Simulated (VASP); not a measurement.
# Ir (P6_3/mmc) in VASP: notebook

The runs below take Ir through single point, with LDA.

Program: VASP 6.6.1. These are calculated values, not measurements. Logs are shortened: lines on timing, memory, paths and dates and some standing lists are left out, and cuts for length are marked.

## Step 1: The cell of the first run

It takes space group P6_3/mmc (No. 194, hexagonal). The conventional cell has a = 2.624 Å, b = 2.624 Å, c = 4.503 Å, α = 90.00°, β = 90.00°, γ = 120.00°. Ir (site symmetry -6m2) has 12 Ir at 2.62 to 2.71 Å within 3.5 Å.

This isn't the form of Ir at room conditions, which is fcc.

## Step 2: Single point, LDA

File INCAR:

```
SYSTEM = Ir
PREC     = Accurate       ! precision mode
ENCUT    = 520            ! plane-wave cutoff, eV
EDIFF    = 1E-6           ! SCF threshold, eV
ISMEAR   = 0              ! smearing method
SIGMA    = 0.15           ! smearing width, eV
LREAL    = .False.        ! projectors in reciprocal space
LASPH    = .True.         ! aspherical terms in the spheres
NELM     = 80             ! most SCF steps
ALGO     = Normal         ! electronic algorithm
ISIF     = 2              ! what is computed and relaxed
LWAVE    = .False.        ! write WAVECAR
LCHARG   = .True.         ! write CHGCAR
LELF     = .True.         ! ELF
LVHAR    = .True.       
NBANDS   = 16             ! bands
```

File KPOINTS:

```
Automatic mesh
0
Gamma
  18 18 10
  0 0 0
```

File POSCAR:

```
Ir
1.0
    2.6241000000      0.0000000000      0.0000000000
   -1.3120500000      2.2725372621      0.0000000000
    0.0000000000      0.0000000000      4.5032000000
Ir
2
Direct
    0.6666666667      0.3333333333      0.7500000000
    0.3333333333      0.6666666667      0.2500000000
```

Potentials or basis: VASP PAW LDA potentials, release 64 (Ir).

The run is started by

```bash
cat potpaw_LDA.64/Ir/POTCAR > POTCAR
mpirun -np 1 vasp_std > vasp.out
```

OUTCAR:

```text
SYSTEM = Ir
   PREC = Accurate
   ENCUT = 520
   EDIFF = 1E-6
   ISMEAR = 0
   LREAL = .False.
   LASPH = .True.
   NELM = 80
   ISIF = 2

 ion  position               nearest neighbor table
   1  0.667  0.333  0.750-   2 2.71   2 2.71   2 2.71   2 2.71   2 2.71   2 2.71
   2  0.333  0.667  0.250-   1 2.71   1 2.71   1 2.71   1 2.71   1 2.71   1 2.71

  LATTYP: Found a hexagonal cell.
 ALAT       =     2.6241000000
 C/A-ratio  =     1.7160931367

  Lattice vectors:

 A1 = (   2.6241000000,   0.0000000000,   0.0000000000)
 A2 = (  -1.3120500000,   2.2725372621,   0.0000000000)
 A3 = (   0.0000000000,   0.0000000000,   4.5032000000)

Analysis of symmetry for initial positions (statically):
=====================================================================
 Subroutine PRICEL returns:
 Original cell was already a primitive cell.

 Routine SETGRP: Setting up the symmetry group for a
 hexagonal supercell.

 Subroutine GETGRP returns: Found 24 space group operations
 (whereof 12 operations were pure point group operations)
 out of a pool of 24 trial point group operations.

The static configuration has the point symmetry D_3d.
 The point group associated with its full space group is D_6h.

Analysis of symmetry for dynamics (positions and initial velocities):
=====================================================================
 Subroutine PRICEL returns:
 Original cell was already a primitive cell.

 Routine SETGRP: Setting up the symmetry group for a
 hexagonal supercell.

 Subroutine GETGRP returns: Found 24 space group operations
 (whereof 12 operations were pure point group operations)
 out of a pool of 24 trial point group operations.

The dynamic configuration has the point symmetry D_3d.
 The point group associated with its full space group is D_6h.

 Subroutine INISYM returns: Found 24 space group operations
 (whereof 12 operations are pure point group operations),
 and found     1 'primitive' translations

----------------------------------------------------------------------------------------

                                     Primitive cell

  volume of cell :      26.8542

  direct lattice vectors                    reciprocal lattice vectors
     2.624100000  0.000000000  0.000000000     0.381083038  0.220018395  0.000000000
    -1.312050000  2.272537262  0.000000000     0.000000000  0.440036789  0.000000000
     0.000000000  0.000000000  4.503200000     0.000000000  0.000000000  0.222064310

  length of vectors
     2.624100000  2.624100000  4.503200000     0.440036789  0.440036789  0.222064310

  position of ions in fractional coordinates (direct lattice)
     0.666666667  0.333333333  0.750000000
     0.333333333  0.666666667  0.250000000

  ion indices of the primitive-cell ions
   primitive index   ion index
                 1           1
                 2           2

----------------------------------------------------------------------------------------

 KPOINTS: Automatic mesh

Automatic generation of k-mesh.
 Grid dimensions read from file:
 generate k-points for:   18   18   10

 Generating k-lattice:

  Cartesian coordinates                     Fractional coordinates (reciprocal lattice)
     0.021171280  0.012223244  0.000000000     0.055555556 -0.000000000  0.000000000
     0.000000000  0.024446488  0.000000000     0.000000000  0.055555556  0.000000000
     0.000000000  0.000000000  0.022206431     0.000000000  0.000000000  0.100000000

  Length of vectors
     0.024446488  0.024446488  0.022206431

  Shift w.r.t. Gamma in fractional coordinates (k-lattice)
     0.000000000  0.000000000  0.000000000

 Subroutine IBZKPT returns following result:
 ===========================================

 Found    222 irreducible k-points:

 Following reciprocal coordinates:
            Coordinates               Weight
  0.000000  0.000000  0.000000      1.000000
  0.055556  0.000000  0.000000      6.000000
  0.111111  0.000000  0.000000      6.000000
  0.166667  0.000000  0.000000      6.000000
  0.222222  0.000000  0.000000      6.000000
  0.277778  0.000000  0.000000      6.000000
[... 16 lines left out ...]
  0.333333  0.111111  0.000000     12.000000
  0.388889  0.111111  0.000000     12.000000
 [... further k-points ...]
   k-points           NKPTS =    222   k-points in BZ     NKDIM =    222   number of bands    NBANDS=     16
   number of dos      NEDOS =    301   number of ions     NIONS =      2
   total plane-waves  NPLWV =  14400
   dimension x,y,z NGX =    20 NGY =   20 NGZ =   36
   dimension x,y,z NGXF=    40 NGYF=   40 NGZF=   72
   ions per type =               2
   NGX,Y,Z   is equivalent  to a cutoff of  12.67, 12.67, 13.29 a.u.
   NGXF,Y,Z  is equivalent  to a cutoff of  25.34, 25.34, 26.58 a.u.
 SYSTEM =  Ir
   PREC   = accura    normal or accurate (medium, high low for compatibility)
   ISTART =      0    job   : 0-new  1-cont  2-samecut
   ICHARG =      2    charge: 1-file 2-atom 10-const
   ISPIN  =      1    spin polarized calculation?
   LNONCOLLINEAR =      F non collinear calculations
   LSORBIT =      F    spin-orbit coupling
   LASPH  =      T    aspherical Exc in radial PAW
   ENCUT  =  520.0 eV  38.22 Ry    6.18 a.u.   4.88  4.88  8.37*2*pi/ulx,y,z
   NELM   =     80;   NELMIN=  2; NELMDL= -5     # of ELM steps
   EDIFF  = 0.1E-05   stopping-criterion for ELM
   LREAL  =      F    real-space projection
   EDIFFG = 0.1E-04   stopping-criterion for IOM
   NSW    =      0    number of steps for IOM
   IBRION =     -1    ionic relax: 0-MD 1-quasi-New 2-CG
   NFREE  =      0    steps in history (QN), initial steepest desc. (CG)
   ISIF   =      2    stress and relaxation
   ISYM   =      2    0-nonsym 1-usesym 2-fastsym
   POTIM  = 0.5000    time-step for ionic-motion
   TEBEG  =    0.0;   TEEND  =   0.0 temperature during run
   PSTRESS=    0.0 pullay stress
   NELECT =      18.0000    total number of electrons
   NUPDOWN=      -1.0000    fix difference up-down
   EMIN   =  10.00;   EMAX   =-10.00  energy-range for DOS
   EFERMI =   0.00;   METHOD = LEGACY
   ISMEAR =     0;   SIGMA  =   0.15  broadening in eV -4-tet -1-fermi 0-gaus
   EFERMI_NEDOS =   21; number of points for ismear=-14 and -15
   IALGO  =     38    algorithm
   IMIX   =      4    mixing-type and parameters
     AMIX     =   0.40;   BMIX     =  1.00
     AMIX_MAG =   1.60;   BMIX_MAG =  1.00
  volume/ion in A,a.u.               =      13.43        90.61
  Fermi-wavevector in a.u.,A,eV,Ry     =   1.432720  2.707449 27.928514  2.052688
  Thomas-Fermi vector in A             =   2.552317
   LORBIT       =      0    0 simple, 1 ext, 2 COOP (PROOUT), +10 PAW based schemes
   GGA     = CA    functional components
   LHFCALC =     F    Hartree Fock is set to
   AEXX    =    0.0000 exact exchange contribution
   IVDW    =     0    specifies the selected vdW correction
   LEPSILON=     F    determine dielectric tensor
   LRPA    =     F    only Hartree local field effects (RPA)
 non-spin polarized calculation
 Gauss-broadening in eV      SIGMA  =   0.15
  energy-cutoff  :      520.00
  volume of cell :       26.85
 maximum number of plane-waves:       747
 NGX is ok and might be reduce to    20
   NGX =  9   NGY =  9   NGZ = 17

 number of electron      18.0000000 magnetization

 Free energy of the ion-electron system (eV)
  ---------------------------------------------------
  ext. energy  EPLUGINS =         0.00000000
  ---------------------------------------------------
  free energy    TOTEN  =       -20.36415019 eV

  energy without entropy =      -20.34068931  energy(sigma->0) =      -20.35241975

 E-fermi :  11.3061     XC(G=0): -14.4391

 val. band max:       11.3038064738   @ k =   0.3889   0.0000   0.2000
 cond. band min:      11.3088450868   @ k =   0.3889   0.1667   0.2000
 fundamental gap:      0.0050386130
 Fermi energy:        11.3061213131

 k-point     1 :       0.0000    0.0000    0.0000
  band No.  band energies     occupation
      1      -0.4179      2.00000
      2       2.4479      2.00000
      3       6.4690      2.00000
      4       7.1959      2.00000
      5       7.1959      2.00000
      6       7.7787      2.00000
[... 8 lines left out ...]
     15      26.9429      0.00000
     16      28.7225      0.00000

 k-point     2 :       0.0556    0.0000    0.0000
  band No.  band energies     occupation
      1      -0.2822      2.00000
      2       2.5783      2.00000
      3       6.4490      2.00000
      4       7.1853      2.00000
      5       7.3140      2.00000
      6       7.6929      2.00000
[... 8 lines left out ...]
     15      27.1554      0.00000
     16      28.9770      0.00000

 k-point     3 :       0.1111    0.0000    0.0000
  band No.  band energies     occupation
      1       0.1123      2.00000
      2       2.9441      2.00000
      3       6.3114      2.00000
      4       7.2194      2.00000
      5       7.5252      2.00000
      6       7.6638      2.00000
[... 8 lines left out ...]
     15      27.7283      0.00000
     16      29.6491      0.00000

 k-point     4 :       0.1667    0.0000    0.0000
  band No.  band energies     occupation
      1       0.7245      2.00000
      2       3.4457      2.00000
      3       6.0790      2.00000
      4       7.0161      2.00000
      5       7.0479      2.00000
      6       7.7629      2.00000
[... 8 lines left out ...]
     15      28.2835      0.00000
     16      30.0156      0.00000
[... 324 lines left out ...]
 k-point    22 :       0.2778    0.1111    0.0000
  band No.  band energies     occupation
      1       3.2354      2.00000
      2       4.0382      2.00000
      3       4.6815      2.00000
      4       6.1494      2.00000
      5       7.0626      2.00000
      6       7.1337      2.00000
[... 8 lines left out ...]
     15      24.6614      0.00000
     16      26.5746      0.00000

 k-point    23 :       0.3333    0.1111    0.0000
  band No.  band energies     occupation
      1       3.5537      2.00000
      2       3.7904      2.00000
      3       4.2616      2.00000
      4       6.6646      2.00000
      5       6.9697      2.00000
      6       7.6073      2.00000
[... 8 lines left out ...]
     15      23.2987      0.00000
     16      26.0221      0.00000

 k-point    24 :       0.3889    0.1111    0.0000
  band No.  band energies     occupation
      1       3.5399      2.00000
      2       3.7342      2.00000
      3       4.0037      2.00000
      4       6.9908      2.00000
      5       7.2217      2.00000
      6       7.3530      2.00000
[... 8 lines left out ...]
     15      22.1348      0.00000
     16      25.4509      0.00000

 [... further k-points ...]
[... 5 lines left out ...]
  --------------------------------------------------------------------------------------
  -------------------------------------------------------------------------------------
  Total        4.7831042      4.7831042      0.2854749     -0.0000000      0.0000000      0.0000000
  in kB      285.3696578    285.3696578     17.0320106     -0.0000000      0.0000000      0.0000000
  external PRESSURE =     195.9237754 kB  Pullay stress =       0.0000000 kB

 VOLUME and BASIS-vectors are now :
 -----------------------------------------------------------------------------
  energy-cutoff  :      520.00
  volume of cell :       26.85
      direct lattice vectors                 reciprocal lattice vectors
     2.624100000  0.000000000  0.000000000     0.381083038  0.220018395  0.000000000
    -1.312050000  2.272537262  0.000000000     0.000000000  0.440036789  0.000000000
     0.000000000  0.000000000  4.503200000     0.000000000  0.000000000  0.222064310

 POSITION                                       TOTAL-FORCE (eV/Angst)
 -----------------------------------------------------------------------------------
      1.31205      0.75751      3.37740        -0.000000      0.000000      0.000000
     -0.00000      1.51502      1.12580         0.000000      0.000000      0.000000
 -----------------------------------------------------------------------------------
    total drift:                               -0.000000      0.000000     -0.000000

  FREE ENERGIE OF THE ION-ELECTRON SYSTEM (eV)
  ---------------------------------------------------
  free  energy   TOTEN  =       -20.3641501915 eV

  energy  without entropy=      -20.3406893122  energy(sigma->0) =      -20.35241975
```

Run time: 37 s. Hardware: 1 thread of Intel Xeon 6975P-C (Granite Rapids), shared host; peak memory 0.19 GiB.

What came out:

* Free energy: -20.3642 eV
* Pressure: 19.6 GPa
* Band gap on the k mesh: zero (bands 9 and 10 overlap by 4.03 eV)

Caveat: the cell stands under pressure; spin-orbit coupling is left out, which moves the levels of the heavy elements.

## Step 3: Single point, LDA

This run uses another cell than the first one, of 15.28 Å³/atom.

File INCAR:

```
PREC = Accurate
ENCUT = 520
EDIFF = 1E-6
ISMEAR = 0
SIGMA = 0.15
LREAL = F
LASPH = T
NELM = 80
ALGO = Fast
ISIF = 2
LWAVE = F
LCHARG = F
GGA = CA
NBANDS = 16
```

File KPOINTS:

```
Automatic mesh
0
Gamma
  18 18 10
```

File POSCAR:

```
Ir
1.0
    2.7684000000      0.0000000000      0.0000000000
   -1.3842000000      2.3975047278      0.0000000000
    0.0000000000      0.0000000000      4.6055000000
Ir
2
Direct
    0.6666666667      0.3333333333      0.7500000000
    0.3333333333      0.6666666667      0.2500000000
```

Potentials or basis: VASP PAW LDA potentials, release 64 (Ir).

The run is started by

```bash
cat potpaw_LDA.64/Ir/POTCAR > POTCAR
mpirun -np 1 vasp_std > vasp.out
```

Wall time 2.3 min (1 thread of Intel Xeon 8259CL, shared host); peak memory 0.22 GiB.

The run converged. Its results:

* Free energy: -20.2489 eV
* Pressure: -28.0 GPa
* Band gap on the k mesh: zero (bands 9 and 10 overlap by 3.07 eV)

Stress tensor (GPa, compression positive):
```
-25.57   0.00   0.00
  0.00 -25.57   0.00
  0.00   0.00 -32.85
```

Levels at points of the mesh, in eV from the Fermi level:
| k point | band 5 | band 6 | band 7 | band 8 | band 9 | band 10 | band 11 | band 12 | band 13 | band 14 |
| --- | --- | --- | --- | --- | --- | --- | --- | --- | --- | --- |
| (0.00, 0.00, 0.00) | -3.39 | -2.87 | -2.87 | -1.90 | -1.90 | -0.76 | 0.28 | 0.28 | 6.07 | 14.55 |
| (0.50, 0.00, 0.00) | -3.28 | -2.96 | -2.78 | 0.77 | 0.79 | 1.11 | 2.78 | 4.18 | 7.76 | 9.53 |
| (0.00, 0.00, 0.50) | -3.45 | -3.45 | -3.45 | -3.45 | -0.40 | -0.40 | -0.40 | -0.40 | 13.17 | 13.17 |
| (0.50, 0.00, 0.50) | -1.77 | -1.77 | -0.76 | -0.76 | 0.98 | 0.98 | 1.94 | 1.94 | 7.11 | 7.11 |

Caveat: the cell stands under tension; spin-orbit coupling is left out, which moves the levels of the heavy elements.
